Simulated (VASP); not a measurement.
# LiH (Fm-3m) in VASP: single point with r2SCAN

Aim: the single point of LiH with r2SCAN.

Everything below comes from runs of VASP 6.6.1. Logs are shortened: lines on timing, memory, paths and dates and some standing lists are left out, and cuts for length are marked.

## (1) The cell of the first run

The structure is cubic, space group Fm-3m (No. 225). The conventional cell has a = 4.153 Å, b = 4.153 Å, c = 4.153 Å, α = 90.00°, β = 90.00°, γ = 90.00°. Li (site symmetry m-3m) has 6 H at 2.08 Å within 2.7 Å. Within 2.7 Å of H (site symmetry m-3m) lie 6 Li at 2.08 Å.

## (2) Single point, r2SCAN

File POSCAR:

```
LiH
1.0
    0.0000000000      2.0766964161      2.0766964161
    2.0766964161      0.0000000000      2.0766964161
    2.0766964161      2.0766964161      0.0000000000
Li H
1 1
Direct
    0.0000000000      0.0000000000      0.0000000000
    0.5000000000      0.5000000000      0.5000000000
```

File INCAR.step1:

```
SYSTEM = LiH
PREC = Accurate ; ENCUT = 520
ISMEAR = -1 ; SIGMA = 0.05
LREAL = .FALSE. ; LASPH = .TRUE.
NELM = 60 ; NBANDS = 9
GGA = PE ; ALGO = Normal
EDIFF = 1E-4 ; LWAVE = .TRUE.
LCHARG = .FALSE.
```

File INCAR.step2:

```
SYSTEM = LiH
PREC = Accurate ; ENCUT = 520
EDIFF = 1E-7 ; ISMEAR = -1
SIGMA = 0.05 ; LREAL = .FALSE.
LASPH = .TRUE. ; NELM = 60
ALGO = Normal ; ISIF = 2
LWAVE = .FALSE. ; LCHARG = .TRUE.
METAGGA = R2SCAN ; LMIXTAU = .TRUE.
LELF = .TRUE. ; LVHAR = .TRUE.
NBANDS = 9 ; ISTART = 1
```

File KPOINTS:

```
regular mesh
0
G
  11 11 11
  0 0 0
```

Potentials or basis: VASP PAW PBE potentials, release 64 (Li_sv, H).

Run with:

```console
> cat potpaw_PBE.64/Li_sv/POTCAR potpaw_PBE.64/H/POTCAR > POTCAR
> cp INCAR.step1 INCAR
> mpirun -np 1 vasp_std > vasp.out
> cp INCAR.step2 INCAR
> mpirun -np 1 vasp_std > vasp.out
```

OUTCAR:

```text
SYSTEM = LiH
   PREC = Accurate
   ENCUT = 520
   EDIFF = 1E-7
   ISMEAR = -1
   LREAL = .FALSE.
   LASPH = .TRUE.
   NELM = 60
   ISIF = 2
   METAGGA = R2SCAN
   ISTART = 1

 ion  position               nearest neighbor table
   1  0.000  0.000  0.000-
   2  0.500  0.500  0.500-

  LATTYP: Found a face centered cubic cell.
 ALAT       =     4.1533928322

  Lattice vectors:

 A1 = (   0.0000000000,   2.0766964161,   2.0766964161)
 A2 = (   2.0766964161,   0.0000000000,   2.0766964161)
 A3 = (   2.0766964161,   2.0766964161,   0.0000000000)

Analysis of symmetry for initial positions (statically):
=====================================================================
 Subroutine PRICEL returns:
 Original cell was already a primitive cell.

 Routine SETGRP: Setting up the symmetry group for a
 face centered cubic supercell.

 Subroutine GETGRP returns: Found 48 space group operations
 (whereof 48 operations were pure point group operations)
 out of a pool of 48 trial point group operations.

The static configuration has the point symmetry O_h .

Analysis of symmetry for dynamics (positions and initial velocities):
=====================================================================
 Subroutine PRICEL returns:
 Original cell was already a primitive cell.

 Routine SETGRP: Setting up the symmetry group for a
 face centered cubic supercell.

 Subroutine GETGRP returns: Found 48 space group operations
 (whereof 48 operations were pure point group operations)
 out of a pool of 48 trial point group operations.

The dynamic configuration has the point symmetry O_h .

 Subroutine INISYM returns: Found 48 space group operations
 (whereof 48 operations are pure point group operations),
 and found     1 'primitive' translations

----------------------------------------------------------------------------------------

                                     Primitive cell

  volume of cell :      17.9122

  direct lattice vectors                    reciprocal lattice vectors
     0.000000000  2.076696416  2.076696416    -0.240767016  0.240767016  0.240767016
     2.076696416  0.000000000  2.076696416     0.240767016 -0.240767016  0.240767016
     2.076696416  2.076696416  0.000000000     0.240767016  0.240767016 -0.240767016

  length of vectors
     2.936892237  2.936892237  2.936892237     0.417020705  0.417020705  0.417020705

  position of ions in fractional coordinates (direct lattice)
     0.000000000  0.000000000  0.000000000
     0.500000000  0.500000000  0.500000000

  ion indices of the primitive-cell ions
   primitive index   ion index
                 1           1
                 2           2

----------------------------------------------------------------------------------------

 KPOINTS: regular mesh

Automatic generation of k-mesh.
 Grid dimensions read from file:
 generate k-points for:   11   11   11

 Generating k-lattice:

  Cartesian coordinates                     Fractional coordinates (reciprocal lattice)
    -0.021887911  0.021887911  0.021887911     0.090909091  0.000000000  0.000000000
     0.021887911 -0.021887911  0.021887911     0.000000000  0.090909091  0.000000000
     0.021887911  0.021887911 -0.021887911     0.000000000  0.000000000  0.090909091

  Length of vectors
     0.037910973  0.037910973  0.037910973

  Shift w.r.t. Gamma in fractional coordinates (k-lattice)
     0.000000000  0.000000000  0.000000000

 Subroutine IBZKPT returns following result:
 ===========================================

 Found     56 irreducible k-points:

 Following reciprocal coordinates:
            Coordinates               Weight
  0.000000  0.000000  0.000000      1.000000
  0.090909  0.000000  0.000000      8.000000
  0.181818  0.000000  0.000000      8.000000
  0.272727  0.000000  0.000000      8.000000
  0.363636  0.000000  0.000000      8.000000
  0.454545  0.000000  0.000000      8.000000
[... 16 lines left out ...]
 -0.272727  0.181818  0.000000     24.000000
 -0.181818  0.181818  0.000000     12.000000
 [... further k-points ...]
   k-points           NKPTS =     56   k-points in BZ     NKDIM =     56   number of bands    NBANDS=      9
   number of dos      NEDOS =    301   number of ions     NIONS =      2
   total plane-waves  NPLWV =  13824
   dimension x,y,z NGX =    24 NGY =   24 NGZ =   24
   dimension x,y,z NGXF=    48 NGYF=   48 NGZF=   48
   ions per type =               1   1
   NGX,Y,Z   is equivalent  to a cutoff of  13.59, 13.59, 13.59 a.u.
   NGXF,Y,Z  is equivalent  to a cutoff of  27.17, 27.17, 27.17 a.u.
 SYSTEM =  LiH
   PREC   = accura    normal or accurate (medium, high low for compatibility)
   ISTART =      1    job   : 0-new  1-cont  2-samecut
   ICHARG =      0    charge: 1-file 2-atom 10-const
   ISPIN  =      1    spin polarized calculation?
   LNONCOLLINEAR =      F non collinear calculations
   LSORBIT =      F    spin-orbit coupling
   LASPH  =      T    aspherical Exc in radial PAW
   ENCUT  =  520.0 eV  38.22 Ry    6.18 a.u.   5.46  5.46  5.46*2*pi/ulx,y,z
   NELM   =     60;   NELMIN=  2; NELMDL=  0     # of ELM steps
   EDIFF  = 0.1E-06   stopping-criterion for ELM
   LREAL  =      F    real-space projection
   EDIFFG = 0.1E-05   stopping-criterion for IOM
   NSW    =      0    number of steps for IOM
   IBRION =     -1    ionic relax: 0-MD 1-quasi-New 2-CG
   NFREE  =      0    steps in history (QN), initial steepest desc. (CG)
   ISIF   =      2    stress and relaxation
   ISYM   =      2    0-nonsym 1-usesym 2-fastsym
   POTIM  = 0.5000    time-step for ionic-motion
   TEBEG  =    0.0;   TEEND  =   0.0 temperature during run
   PSTRESS=    0.0 pullay stress
   NELECT =       4.0000    total number of electrons
   NUPDOWN=      -1.0000    fix difference up-down
   EMIN   =  10.00;   EMAX   =-10.00  energy-range for DOS
   EFERMI =   0.00;   METHOD = LEGACY
   ISMEAR =    -1;   SIGMA  =   0.05  broadening in eV -4-tet -1-fermi 0-gaus
   EFERMI_NEDOS =   21; number of points for ismear=-14 and -15
   IALGO  =     38    algorithm
   IMIX   =      4    mixing-type and parameters
     AMIX     =   0.40;   BMIX     =  1.00
     AMIX_MAG =   1.60;   BMIX_MAG =  1.00
  volume/ion in A,a.u.               =       8.96        60.44
  Fermi-wavevector in a.u.,A,eV,Ry     =   0.993219  1.876912 13.421937  0.986485
  Thomas-Fermi vector in A             =   2.125086
   LORBIT       =      0    0 simple, 1 ext, 2 COOP (PROOUT), +10 PAW based schemes
   METAGGA = R2SCAN    functional components
   LHFCALC =     F    Hartree Fock is set to
   AEXX    =    0.0000 exact exchange contribution
   IVDW    =     0    specifies the selected vdW correction
   LEPSILON=     F    determine dielectric tensor
   LRPA    =     F    only Hartree local field effects (RPA)
 non-spin polarized calculation
  energy-cutoff  :      520.00
  volume of cell :       17.91
 maximum number of plane-waves:       531
 NGX is ok and might be reduce to    24
   NGX = 11   NGY = 11   NGZ = 11

 number of electron       4.0000008 magnetization

 Free energy of the ion-electron system (eV)
  ---------------------------------------------------
  ext. energy  EPLUGINS =         0.00000000
  ---------------------------------------------------
  free energy    TOTEN  =        -6.79460118 eV

  energy without entropy =       -6.79460118  energy(sigma->0) =       -6.79460118

 E-fermi :   0.5165     XC(G=0):  -8.4585

 val. band max:       -0.6853355354   @ k =  -0.4545   0.4545   0.0000
 cond. band min:       3.1357775922   @ k =  -0.4545   0.4545   0.0000
 fundamental gap:      3.8211131276
 Fermi energy:         0.5164553806

 k-point     1 :       0.0000    0.0000    0.0000
  band No.  band energies     occupation
      1     -46.5015      2.00000
      2      -5.7009      2.00000
      3      15.5772      0.00000
      4      17.6068      0.00000
      5      17.6068      0.00000
      6      17.6074      0.00000
      7      21.8855      0.00000
      8      21.8855      0.00000
      9      21.8856      0.00000

 k-point     2 :       0.0909    0.0000    0.0000
  band No.  band energies     occupation
      1     -46.4990      2.00000
      2      -5.5562      2.00000
      3      14.3649      0.00000
      4      16.6894      0.00000
      5      17.2644      0.00000
      6      17.2648      0.00000
      7      21.6046      0.00000
      8      22.6376      0.00000
      9      22.6377      0.00000

 k-point     3 :       0.1818    0.0000    0.0000
  band No.  band energies     occupation
      1     -46.4926      2.00000
      2      -5.1349      2.00000
      3      11.5595      0.00000
      4      15.4955      0.00000
      5      16.6881      0.00000
      6      16.6885      0.00000
      7      22.3431      0.00000
      8      22.9324      0.00000
      9      22.9327      0.00000

 k-point     4 :       0.2727    0.0000    0.0000
  band No.  band energies     occupation
      1     -46.4843      2.00000
      2      -4.4769      2.00000
      3       8.6918      0.00000
      4      14.4976      0.00000
      5      16.3112      0.00000
      6      16.3116      0.00000
      7      20.9220      0.00000
      8      20.9222      0.00000
      9      23.6467      0.00000
[... 205 lines left out ...]
 k-point    22 :      -0.3636    0.1818    0.0000
  band No.  band energies     occupation
      1     -46.4697      2.00000
      2      -2.6767      2.00000
      3       5.4936      0.00000
      4       9.3695      0.00000
      5      14.5035      0.00000
      6      15.5433      0.00000
      7      21.7150      0.00000
      8      24.2445      0.00000
      9      26.6912      0.00000

 k-point    23 :      -0.2727    0.1818    0.0000
  band No.  band energies     occupation
      1     -46.4747      2.00000
      2      -3.4348      2.00000
      3       7.3443      0.00000
      4       9.4939      0.00000
      5      15.6425      0.00000
      6      15.8645      0.00000
      7      21.1726      0.00000
      8      24.4114      0.00000
      9      25.4935      0.00000

 k-point    24 :      -0.1818    0.1818    0.0000
  band No.  band energies     occupation
      1     -46.4816      2.00000
      2      -4.2168      2.00000
      3       9.7898      0.00000
      4      10.1179      0.00000
      5      15.9494      0.00000
      6      17.5202      0.00000
      7      20.5572      0.00000
      8      23.0512      0.00000
      9      24.2817      0.00000

 [... further k-points ...]

------------------------ aborting loop because EDIFF is reached ----------------------------------------

  FORCE on cell =-STRESS in cart. coord.  units (eV):
  Direction    XX          YY          ZZ          XY          YZ          ZX
  --------------------------------------------------------------------------------------
  -------------------------------------------------------------------------------------
  Total       -0.4350181     -0.4350181     -0.4350181      0.0000000      0.0000000     -0.0000000
  in kB      -38.9106807    -38.9106807    -38.9106807      0.0000000      0.0000000     -0.0000000
  external PRESSURE =     -38.9106807 kB  Pullay stress =       0.0000000 kB

 VOLUME and BASIS-vectors are now :
 -----------------------------------------------------------------------------
  energy-cutoff  :      520.00
  volume of cell :       17.91
      direct lattice vectors                 reciprocal lattice vectors
     0.000000000  2.076696416  2.076696416    -0.240767016  0.240767016  0.240767016
     2.076696416  0.000000000  2.076696416     0.240767016 -0.240767016  0.240767016
     2.076696416  2.076696416  0.000000000     0.240767016  0.240767016 -0.240767016

 POSITION                                       TOTAL-FORCE (eV/Angst)
 -----------------------------------------------------------------------------------
      0.00000      0.00000      0.00000        -0.000000      0.000000      0.000000
      2.07670      2.07670      2.07670         0.000000     -0.000000     -0.000000
 -----------------------------------------------------------------------------------
    total drift:                                0.000000     -0.000000     -0.000000

  FREE ENERGIE OF THE ION-ELECTRON SYSTEM (eV)
  ---------------------------------------------------
  free  energy   TOTEN  =        -6.7946011800 eV

  energy  without entropy=       -6.7946011800  energy(sigma->0) =       -6.79460118
```

Run time: 39 s. Hardware: 1 thread of Intel Xeon Platinum 8375C at 2.90GHz (Ice Lake), shared host; peak memory 0.14 GiB.

What came out:

```
Free energy            : -6.7946 eV
Band gap on the k mesh : 3.82 eV
```

Caveat: the cutoff is under 1.25 times the usual one of these potentials, so pressure, stress and relaxed cells hold a basis-set (Pulay) error; the PAW data sets were made with another functional, which shifts forces and pressure a little; an odd mesh through Γ misses points on the zone boundary, where band edges can lie.
